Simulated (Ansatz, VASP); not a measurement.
# Two plane-wave programs on Ga2O3

```xyz
80
Lattice="5.0580 2.9202 9.0826 -5.0580 2.9202 9.0826 0.0000 -5.8404 9.0826" Properties=species:S:1:pos:R:3 pbc="T T T"
Ga   -0.0015   -0.0034   11.6689
Ga   -0.0018   -0.0034    8.7864
Ga   -0.0017   -0.0034    1.9742
Ga   -0.0016   -0.0034    4.8567
Ga   -0.0018   -2.9237   16.2100
Ga   -0.0016   -2.9236   13.3275
Ga   -0.0016   -2.9236    6.5157
Ga   -0.0017   -2.9236    9.3983
Ga   -2.5307    1.4568   16.2101
Ga   -2.5307    1.4565   13.3276
Ga   -2.5306    1.4565    6.5156
Ga   -2.5306    1.4568    9.3981
Ga   -2.5306   -1.4637   20.7514
Ga   -2.5306   -1.4634   17.8688
Ga   -2.5306   -1.4633   11.0569
Ga   -2.5307   -1.4637   13.9394
Ga    2.5273    1.4565   16.2101
Ga    2.5274    1.4568   13.3277
Ga    2.5273    1.4568    6.5157
Ga    2.5273    1.4566    9.3983
Ga    2.5273   -1.4634   20.7515
Ga    2.5272   -1.4637   17.8689
Ga    2.5274   -1.4637   11.0569
Ga    2.5273   -1.4635   13.9393
Ga   -0.0017    2.9168   20.7512
Ga   -0.0016    2.9168   17.8687
Ga   -0.0016    2.9169   11.0570
Ga   -0.0018    2.9168   13.9395
Ga   -0.0016   -0.0034   25.2928
Ga   -0.0017   -0.0034   22.4103
Ga   -0.0018   -0.0034   15.5982
Ga   -0.0015   -0.0034   18.4806
O     0.7665    1.5862    5.6862
O     0.9909   -1.4636    5.6862
O    -1.7624   -0.1331    5.6862
O    -0.7699   -1.5931    7.9570
O     1.7590    0.1261    7.9570
O    -0.9942    1.4566    7.9569
O     0.7665   -1.3340   10.2276
O     0.9909   -4.3837   10.2276
O    -1.7625   -3.0531   10.2276
O    -0.7698   -4.5133   12.4982
O     1.7591   -2.7941   12.4981
O    -0.9942   -1.4635   12.4981
O    -1.7624    3.0464   10.2276
O    -1.5380   -0.0033   10.2275
O    -4.2914    1.3272   10.2274
O    -3.2989   -0.1330   12.4981
O    -0.7698    1.5862   12.4983
O    -3.5232    2.9167   12.4982
O    -1.7625    0.1260   14.7687
O    -1.5381   -2.9237   14.7688
O    -4.2914   -1.5931   14.7689
O    -3.2988   -3.0532   17.0396
O    -0.7699   -1.3340   17.0394
O    -3.5232   -0.0033   17.0395
O     3.2954    3.0463   10.2276
O     3.5199   -0.0035   10.2275
O     0.7666    1.3272   10.2277
O     1.7592   -0.1330   12.4983
O     4.2881    1.5862   12.4981
O     1.5347    2.9169   12.4983
O     3.2956    0.1261   14.7689
O     3.5198   -2.9236   14.7689
O     0.7665   -1.5930   14.7687
O     1.7590   -3.0532   17.0395
O     4.2881   -1.3340   17.0396
O     1.5347   -0.0035   17.0395
O     0.7665    4.5064   14.7689
O     0.9909    1.4567   14.7689
O    -1.7625    2.7873   14.7690
O    -0.7699    1.3271   17.0394
O     1.7592    3.0463   17.0394
O    -0.9943    4.3769   17.0395
O     0.7666    1.5863   19.3100
O     0.9909   -1.4635   19.3102
O    -1.7623   -0.1330   19.3100
O    -0.7699   -1.5931   21.5809
O     1.7590    0.1261   21.5809
O    -0.9942    1.4566   21.5807
```

Alike in both runs: functional PBE; k mesh 1 × 1 × 1; occupations fermi-dirac, width 0.01 eV; no spin polarisation.

Ansatz relaxed the structure, and its values are those at the end. VASP's run is a single point on that final structure, the one shown.

|  | VASP | Ansatz |
| --- | --- | --- |
| version | VASP 6.6.1 | Ansatz 0.2.0 |
| potentials or method | VASP PAW PBE potentials, release 64 (Ga_d, O), cutoff 520 eV | plane-wave PAW DFT |
| valence electrons in the cell | 704 | 704 |

VASP gave:

* rms of the force components (eV/Å): 0.003

What did Ansatz give for the same quantities?

rms of the force components (eV/Å): 0.000.

With one functional, cell and mesh, what is left measures potentials, basis and numerics.

The k mesh is coarse, so the values compare programs but aren't converged.
